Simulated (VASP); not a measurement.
# As in VASP: further runs

As is run at these levels: LDA; tasks: single point.

Program: VASP 6.6.1. These are calculated values, not measurements. Logs are shortened: lines on timing, memory, paths and dates and some standing lists are left out, and cuts for length are marked.

### Step 1. The cell of the first run

The cell holds a slab with vacuum, 2 atoms: a = 3.689 Å, b = 3.689 Å, c = 28.000 Å, α = 90.00°, β = 90.00°, γ = 120.00°.

### Step 2. Single point, LDA

File INCAR:

```
ALGO     = Normal         # electronic algorithm
DIPOL    = 0.5 0.5 0.500
EDIFF    = 1E-6           # SCF threshold, eV
ENCUT    = 520            # plane-wave cutoff, eV
IDIPOL   = 3            
ISIF     = 2              # what is computed and relaxed
ISMEAR   = 0              # smearing method
LASPH    = T              # aspherical terms in the spheres
LCHARG   = T              # write CHGCAR
LDIPOL   = T            
LELF     = T              # ELF
LREAL    = F              # projectors in reciprocal space
LVACPOTAV= T            
LVHAR    = T            
LWAVE    = F              # write WAVECAR
NBANDS   = 12             # bands
NELM     = 80             # most SCF steps
PREC     = Accurate       # precision mode
SIGMA    = 0.02           # smearing width, eV
```

File KPOINTS:

```
k-points
0
Gamma
  9 9 1
```

File POSCAR:

```
As
1.0
    3.6890000000      0.0000000000      0.0000000000
   -1.8445000000      3.1947677146      0.0000000000
    0.0000000000      0.0000000000     28.0000000000
As
2
Direct
    0.3333333333      0.6666666667      0.5052857143
    0.6666666667      0.3333333333      0.4947142857
```

Potentials or basis: VASP PAW LDA potentials, release 64 (As).

Command:

```sh
$ cat potpaw_LDA.64/As/POTCAR > POTCAR
$ mpirun -np 1 vasp_std > vasp.out
```

OUTCAR:

```text
EDIFF = 1E-6
   ENCUT = 520
   ISIF = 2
   ISMEAR = 0
   LASPH = T
   LREAL = F
   NELM = 80
   PREC = Accurate

 ion  position               nearest neighbor table
   1  0.333  0.667  0.505-   2 2.15   2 2.15   2 2.15
   2  0.667  0.333  0.495-   1 2.15   1 2.15   1 2.15

  LATTYP: Found a hexagonal cell.
 ALAT       =     3.6890000000
 C/A-ratio  =     7.5901328273

  Lattice vectors:

 A1 = (   3.6890000000,   0.0000000000,   0.0000000000)
 A2 = (  -1.8445000000,   3.1947677146,   0.0000000000)
 A3 = (   0.0000000000,   0.0000000000,  28.0000000000)

Analysis of symmetry for initial positions (statically):
=====================================================================
 Subroutine PRICEL returns:
 Original cell was already a primitive cell.

 Routine SETGRP: Setting up the symmetry group for a
 hexagonal supercell.

 Subroutine GETGRP returns: Found 12 space group operations
 (whereof 12 operations were pure point group operations)
 out of a pool of 24 trial point group operations.

The static configuration has the point symmetry D_3d.

Analysis of symmetry for dynamics (positions and initial velocities):
=====================================================================
 Subroutine PRICEL returns:
 Original cell was already a primitive cell.

 Routine SETGRP: Setting up the symmetry group for a
 hexagonal supercell.

 Subroutine GETGRP returns: Found 12 space group operations
 (whereof 12 operations were pure point group operations)
 out of a pool of 24 trial point group operations.

The dynamic configuration has the point symmetry D_3d.

 Subroutine INISYM returns: Found 12 space group operations
 (whereof 12 operations are pure point group operations),
 and found     1 'primitive' translations

----------------------------------------------------------------------------------------

                                     Primitive cell

  volume of cell :     329.9939

  direct lattice vectors                    reciprocal lattice vectors
     3.689000000  0.000000000  0.000000000     0.271076172  0.156505901  0.000000000
    -1.844500000  3.194767715  0.000000000     0.000000000  0.313011802  0.000000000
     0.000000000  0.000000000 28.000000000     0.000000000  0.000000000  0.035714286

  length of vectors
     3.689000000  3.689000000 28.000000000     0.313011802  0.313011802  0.035714286

  position of ions in fractional coordinates (direct lattice)
     0.333333333  0.666666667  0.505285714
     0.666666667  0.333333333  0.494714286

  ion indices of the primitive-cell ions
   primitive index   ion index
                 1           1
                 2           2

----------------------------------------------------------------------------------------

 KPOINTS: k-points

Automatic generation of k-mesh.
 Grid dimensions read from file:
 generate k-points for:    9    9    1

 Generating k-lattice:

  Cartesian coordinates                     Fractional coordinates (reciprocal lattice)
     0.030119575  0.017389545  0.000000000     0.111111111  0.000000000  0.000000000
     0.000000000  0.034779089  0.000000000     0.000000000  0.111111111  0.000000000
     0.000000000  0.000000000  0.035714286     0.000000000  0.000000000  1.000000000

  Length of vectors
     0.034779089  0.034779089  0.035714286

  Shift w.r.t. Gamma in fractional coordinates (k-lattice)
     0.000000000  0.000000000  0.000000000

 Subroutine IBZKPT returns following result:
 ===========================================

 Found     12 irreducible k-points:

 Following reciprocal coordinates:
            Coordinates               Weight
  0.000000  0.000000  0.000000      1.000000
  0.111111  0.000000  0.000000      6.000000
  0.222222 -0.000000  0.000000      6.000000
  0.333333  0.000000  0.000000      6.000000
  0.444444 -0.000000  0.000000      6.000000
  0.111111  0.111111  0.000000      6.000000
  0.222222  0.111111  0.000000     12.000000
  0.333333  0.111111  0.000000     12.000000
  0.444444  0.111111  0.000000      6.000000
  0.222222  0.222222  0.000000      6.000000
  0.333333  0.222222  0.000000     12.000000
  0.333333  0.333333  0.000000      2.000000
   k-points           NKPTS =     12   k-points in BZ     NKDIM =     12   number of bands    NBANDS=     12
   number of dos      NEDOS =    301   number of ions     NIONS =      2
   total plane-waves  NPLWV = 164640
   dimension x,y,z NGX =    28 NGY =   28 NGZ =  210
   dimension x,y,z NGXF=    56 NGYF=   56 NGZF=  420
   ions per type =               2
   NGX,Y,Z   is equivalent  to a cutoff of  12.62, 12.62, 12.47 a.u.
   NGXF,Y,Z  is equivalent  to a cutoff of  25.24, 25.24, 24.94 a.u.
 SYSTEM =  unknown system
   PREC   = accura    normal or accurate (medium, high low for compatibility)
   ISTART =      0    job   : 0-new  1-cont  2-samecut
   ICHARG =      2    charge: 1-file 2-atom 10-const
   ISPIN  =      1    spin polarized calculation?
   LNONCOLLINEAR =      F non collinear calculations
   LSORBIT =      F    spin-orbit coupling
   LASPH  =      T    aspherical Exc in radial PAW
   ENCUT  =  520.0 eV  38.22 Ry    6.18 a.u.   6.86  6.86 52.06*2*pi/ulx,y,z
   NELM   =     80;   NELMIN=  2; NELMDL= -5     # of ELM steps
   EDIFF  = 0.1E-05   stopping-criterion for ELM
   LREAL  =      F    real-space projection
   EDIFFG = 0.1E-04   stopping-criterion for IOM
   NSW    =      0    number of steps for IOM
   IBRION =     -1    ionic relax: 0-MD 1-quasi-New 2-CG
   NFREE  =      0    steps in history (QN), initial steepest desc. (CG)
   ISIF   =      2    stress and relaxation
   ISYM   =      2    0-nonsym 1-usesym 2-fastsym
   POTIM  = 0.5000    time-step for ionic-motion
   TEBEG  =    0.0;   TEEND  =   0.0 temperature during run
   PSTRESS=    0.0 pullay stress
   NELECT =      10.0000    total number of electrons
   NUPDOWN=      -1.0000    fix difference up-down
   EMIN   =  10.00;   EMAX   =-10.00  energy-range for DOS
   EFERMI =   0.00;   METHOD = LEGACY
   ISMEAR =     0;   SIGMA  =   0.02  broadening in eV -4-tet -1-fermi 0-gaus
   EFERMI_NEDOS =   21; number of points for ismear=-14 and -15
   IALGO  =     38    algorithm
   IMIX   =      4    mixing-type and parameters
     AMIX     =   0.40;   BMIX     =  1.00
     AMIX_MAG =   1.60;   BMIX_MAG =  1.00
  volume/ion in A,a.u.               =     165.00      1113.45
  Fermi-wavevector in a.u.,A,eV,Ry     =   0.510395  0.964506  3.544355  0.260503
  Thomas-Fermi vector in A             =   1.523376
   LORBIT       =      0    0 simple, 1 ext, 2 COOP (PROOUT), +10 PAW based schemes
   GGA     = CA    functional components
   LHFCALC =     F    Hartree Fock is set to
   AEXX    =    0.0000 exact exchange contribution
   IVDW    =     0    specifies the selected vdW correction
   LEPSILON=     F    determine dielectric tensor
   LRPA    =     F    only Hartree local field effects (RPA)
 non-spin polarized calculation
 Gauss-broadening in eV      SIGMA  =   0.02
  energy-cutoff  :      520.00
  volume of cell :      329.99
 maximum number of plane-waves:      8925
 NGX is ok and might be reduce to    28
   NGX = 13   NGY = 13   NGZ =105

 number of electron       9.9999999 magnetization

 number of electron      10.0000000 magnetization

 dipolmoment           0.000000      0.000000     -0.000000 electrons x Angstroem

 Free energy of the ion-electron system (eV)
  ---------------------------------------------------
  ext. energy  EPLUGINS =         0.00000000
  ---------------------------------------------------
  free energy    TOTEN  =        -7.36263417 eV

  energy without entropy =       -7.36035136  energy(sigma->0) =       -7.36149277

 E-fermi :  -3.0650     XC(G=0):  -1.6678

 val. band max:       -3.2166039724   @ k =   0.1111   0.1111   0.0000
 cond. band min:      -3.0593935517   @ k =   0.3333   0.1111   0.0000
 fundamental gap:      0.1572104207
 Fermi energy:        -3.0650073359

 k-point     1 :       0.0000    0.0000    0.0000
  band No.  band energies     occupation
      1     -19.7237      2.00000
      2      -8.7473      2.00000
      3      -7.3796      2.00000
      4      -7.3796      2.00000
      5      -5.6312      2.00000
      6      -1.4848      0.00000
      7      -1.4848      0.00000
      8      -1.0023      0.00000
      9       0.9691      0.00000
     10       1.2689      0.00000
     11       1.5946      0.00000
     12       1.6870      0.00000

 k-point     2 :       0.1111    0.0000    0.0000
  band No.  band energies     occupation
      1     -19.5619      2.00000
      2      -9.3005      2.00000
      3      -8.2959      2.00000
      4      -7.6754      2.00000
      5      -4.2865      2.00000
      6      -1.4708      0.00000
      7      -0.9326      0.00000
      8      -0.8615      0.00000
      9       1.1425      0.00000
     10       1.2474      0.00000
     11       1.5170      0.00000
     12       1.8664      0.00000

 k-point     3 :       0.2222   -0.0000    0.0000
  band No.  band energies     occupation
      1     -19.0832      2.00000
      2     -11.3604      2.00000
      3      -8.2744      2.00000
      4      -7.9377      2.00000
      5      -3.8129      2.00000
      6      -1.2249      0.00000
      7      -0.1361      0.00000
      8       0.6986      0.00000
      9       0.7424      0.00000
     10       1.6667      0.00000
     11       2.0269      0.00000
     12       2.4021      0.00000
[... 106 lines left out ...]
 k-point    11 :       0.3333    0.2222    0.0000
  band No.  band energies     occupation
      1     -16.9646      2.00000
      2     -15.1219      2.00000
      3     -10.6134      2.00000
      4      -5.8726      2.00000
      5      -4.1287      2.00000
      6      -1.1219      0.00000
      7       1.1438      0.00000
      8       1.7625      0.00000
      9       2.6615      0.00000
     10       4.2958      0.00000
     11       4.5062      0.00000
     12       4.7393      0.00000

 k-point    12 :       0.3333    0.3333    0.0000
  band No.  band energies     occupation
      1     -16.0481      2.00000
      2     -16.0481      2.00000
      3     -11.0256      2.00000
      4      -4.9941      2.00000
      5      -4.9941      2.00000
      6       0.7225      0.00000
      7       1.2007      0.00000
      8       1.2007      0.00000
      9       2.4699      0.00000
     10       3.9799      0.00000
     11       3.9799      0.00000
     12       5.2721      0.00000

------------------------ aborting loop because EDIFF is reached ----------------------------------------

 vacuum level on the upper side and lower side of the slab       (xc-potential included)        -0.131        -0.131

  FORCE on cell =-STRESS in cart. coord.  units (eV):
  Direction    XX          YY          ZZ          XY          YZ          ZX
  --------------------------------------------------------------------------------------
  -------------------------------------------------------------------------------------
  Total       14.4779224     14.4779224      0.5942006      0.0000000      0.0000000      0.0000000
  in kB       70.2928018     70.2928018      2.8849459      0.0000000      0.0000000      0.0000000
  external PRESSURE =      47.8235165 kB  Pullay stress =       0.0000000 kB

 VOLUME and BASIS-vectors are now :
 -----------------------------------------------------------------------------
  energy-cutoff  :      520.00
  volume of cell :      329.99
      direct lattice vectors                 reciprocal lattice vectors
     3.689000000  0.000000000  0.000000000     0.271076172  0.156505901  0.000000000
    -1.844500000  3.194767715  0.000000000     0.000000000  0.313011802  0.000000000
     0.000000000  0.000000000 28.000000000     0.000000000  0.000000000  0.035714286

 POSITION                                       TOTAL-FORCE (eV/Angst)
 -----------------------------------------------------------------------------------
     -0.00000      2.12985     14.14800        -0.000000     -0.000000      2.014145
      1.84450      1.06492     13.85200         0.000000      0.000000     -2.014145
 -----------------------------------------------------------------------------------
    total drift:                               -0.000000      0.000000      0.000000

  FREE ENERGIE OF THE ION-ELECTRON SYSTEM (eV)
  ---------------------------------------------------
  free  energy   TOTEN  =        -7.3626341700 eV

  energy  without entropy=       -7.3603513609  energy(sigma->0) =       -7.36149277

 vacuum level on the upper side and lower side of the slab         1.278         1.278
```

It took 87 s on 1 thread of Intel Xeon Platinum 8375C at 2.90GHz (Ice Lake), shared host; peak memory 0.3 GiB.

Results:

| Item | Value |
| --- | --- |
| Free energy | -7.3626 eV |
| Largest force | 2.014 eV/Å |
| Band gap on the k mesh | zero (band 5 reaches -3.00 eV, above the bottom of band 6 at -3.75 eV) |
| Work function of the upper face | 4.34 eV |
| Work function of the lower face | 4.34 eV |

Forces on the atoms (eV/Å):
```
As   0.000  0.000  2.014
As   0.000  0.000 -2.014
```

### Step 3. Single point, LDA

File INCAR:

```
SYSTEM = As
ALGO     = Normal         ! electronic algorithm
DIPOL    = 0.5 0.5 0.500
EDIFF    = 1E-6           ! SCF threshold, eV
ENCUT    = 520            ! plane-wave cutoff, eV
GGA      = CA             ! functional
IDIPOL   = 3            
ISIF     = 2              ! what is computed and relaxed
ISMEAR   = 0              ! smearing method
LASPH    = .TRUE.         ! aspherical terms in the spheres
LCHARG   = .TRUE.         ! write CHGCAR
LDIPOL   = .TRUE.       
LELF     = .TRUE.         ! ELF
LREAL    = .FALSE.        ! projectors in reciprocal space
LVACPOTAV= .TRUE.       
LVHAR    = .TRUE.       
LWAVE    = .FALSE.        ! write WAVECAR
NBANDS   = 12             ! bands
NELM     = 60             ! most SCF steps
PREC     = Accurate       ! precision mode
SIGMA    = 0.02           ! smearing width, eV
```

File KPOINTS:

```
k-points
0
G
  9 9 1
  0 0 0
```

File POSCAR:

```
As
1.0
    3.6890000000      0.0000000000      0.0000000000
   -1.8445000000      3.1947677146      0.0000000000
    0.0000000000      0.0000000000     28.0000000000
As
2
Direct
    0.3333333333      0.6666666667      0.5158571429
    0.6666666667      0.3333333333      0.4841428571
```

Potentials or basis: VASP PAW LDA potentials, release 64 (As).

Command:

```sh
$ cat potpaw_LDA.64/As/POTCAR > POTCAR
$ mpirun -np 1 vasp_std > vasp.out
```

Wall time 77 s (1 thread of Intel Xeon Platinum 8375C at 2.90GHz (Ice Lake), shared host); peak memory 0.3 GiB.

Results (log left out):

```yaml
Free_energy: -9.2450 eV
Largest_force: 3.133 eV/Å
Band_gap_on_the_k_mesh: zero (band 5 reaches -3.20 eV, above the bottom of band 6 at -3.41 eV)
```

Forces on the atoms (eV/Å):
```
As   0.000  0.000  3.133
As   0.000  0.000 -3.133
```

Levels at points of the mesh, in eV from the Fermi level:
```tsv
k point	band 3	band 4	band 5	band 6	band 7	band 8
(0.00, 0.00, 0.00)	-2.93	-2.93	-1.15	0.07	1.91	1.91
```

### Step 4. Single point, LDA

File INCAR:

```
ALGO = Normal
DIPOL = 0.5 0.5 0.500
EDIFF = 1E-7
ENCUT = 520
GGA = CA
IDIPOL = 3
ISIF = 2
ISMEAR = 0
LASPH = True
LCHARG = False
LDIPOL = True
LREAL = False
LWAVE = False
NBANDS = 12
NELM = 100
PREC = Accurate
SIGMA = 0.02
```

File KPOINTS:

```
k-points
0
Gamma
  9 9 1
```

File POSCAR:

```
As
1.0
    3.6890000000      0.0000000000      0.0000000000
   -1.8445000000      3.1947677146      0.0000000000
    0.0000000000      0.0000000000     28.0000000000
As
2
Direct
    0.3333333333      0.6666666667      0.5264285714
    0.6666666667      0.3333333333      0.4735714286
```

Command:

```sh
$ cat potpaw_LDA.64/As/POTCAR > POTCAR
$ mpirun -np 1 vasp_std > vasp.out
```

Wall time 70 s (1 thread of Intel Xeon Platinum 8375C at 2.90GHz (Ice Lake), shared host); peak memory 0.3 GiB.

It converged, with:

```yaml
Free_energy: -10.2503 eV
Largest_force: 1.563 eV/Å
Band_gap_on_the_k_mesh: 1.33 eV, indirect (least direct gap 1.52 eV)
```

Forces in eV/Å, atoms in the order of the input:
```
As   0.000  0.000 -1.563
As   0.000  0.000  1.563
```

Levels at points of the mesh, in eV from the valence-band top:
```tsv
k point	band 1	band 2	band 3	band 4	band 5	band 6	band 7	band 8	band 9	band 10
(0.00, 0.00, 0.00)	-13.02	-7.54	-0.80	0.00	0.00	1.52	3.12	3.12	4.85	5.06
```

(Continued in part 2 of 2.)
